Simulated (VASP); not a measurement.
Runs of VASP 6.6.1 on Al2Cu. Symmetry: P4/mmm, No. 123, tetragonal system. The conventional cell has a = 4.105 Å, b = 4.105 Å, c = 2.891 Å, α = 90.00°, β = 90.00°, γ = 90.00°. Al (site symmetry mmm) has 4 Cu at 2.51 Å and 6 Al at 2.89 to 2.90 Å within 3.3 Å. Cu (site symmetry 4/mmm) has 8 Al at 2.51 Å and 2 Cu at 2.89 Å within 3.3 Å. 

| smearing | gap on the mesh (eV) | pressure (GPa) |
| --- | --- | --- |
| methfessel-paxton 0.5 eV | none | -2.2 |
| methfessel-paxton 0.05 eV | none | -2.3 |
| methfessel-paxton 0.01 eV | none | -2.3 |
| fermi-dirac 0.3 eV | none | (a) |
| fermi-dirac 0.2 eV | none | -2.0 |
| fermi-dirac 0.05 eV | none | -2.3 |

Alike in all rows: task single point; level r2SCAN; potentials or basis VASP PAW PBE potentials, release 64 (Al, Cu); no spin polarisation; cell as given; k mesh 10 × 10 × 14; cutoff (eV) 520.

Problem. Estimate the missing entries.

Solution. (a) -1.8.

Caveats: the PAW data sets were made with another functional, which shifts forces and pressure a little; so wide a smearing shifts energies and pressures (at least some runs).

A gap of «none» marks levels without a gap at the run's occupations.
